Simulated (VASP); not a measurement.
Runs of VASP 6.6.1 on AlP. The structure is cubic, space group F-43m (No. 216). The conventional cell has a = 5.479 Å, b = 5.479 Å, c = 5.479 Å, α = 90.00°, β = 90.00°, γ = 90.00°. Al (site symmetry -43m) has 4 P at 2.37 Å within 3.1 Å. P (site symmetry -43m) has 4 Al at 2.37 Å within 3.1 Å. 

```tsv
level	k mesh	cutoff (eV)	smearing	grid for exact exchange (PRECFOCK)	share of exact exchange	screening parameter	gap on the mesh (eV)	pressure (GPa)
PBE-based screened hybrid with 100 % exact exchange	4 × 4 × 4	400	gaussian 0.01 eV	Normal	1	0.1 1/Å	6.08	-5.0
PBEsol	6 × 6 × 6	500	methfessel-paxton 0.2 eV	-	-	-	1.45	-0.3
PBE	4 × 4 × 4	500	gaussian 0.01 eV	-	-	-	1.58	1.7
HSE06	4 × 4 × 4	400	methfessel-paxton 0.308 eV	Normal	0.25	0.2079 1/Å	2.29	0.0
PBEsol	6 × 6 × 6	500	methfessel-paxton 0.5 eV	-	-	-	(a)	-0.3
r2SCAN	6 × 6 × 6	550	gaussian 0.01 eV	-	-	-	1.93	-0.3
HSE06	4 × 4 × 4	400	methfessel-paxton 0.001 eV	Normal	0.25	0.2079 1/Å	2.30	0.0
PBE-based screened hybrid with 75 % exact exchange	4 × 4 × 4	400	gaussian 0.01 eV	Normal	0.75	0.5 1/Å	2.54	(b)
```

Alike in all rows: task single point; potentials or basis VASP PAW PBE potentials, release 64 (Al, P); no spin polarisation; cell as given.

Task: Fill in the values left out.

Result: (a) 1.46; (b) -1.4.

Caveats: some runs use coarse meshes; the PAW data sets were made with another functional, which shifts forces and pressure a little (at least some runs); so wide a smearing shifts energies and pressures (at least some runs).

A k mesh can miss the band edges.
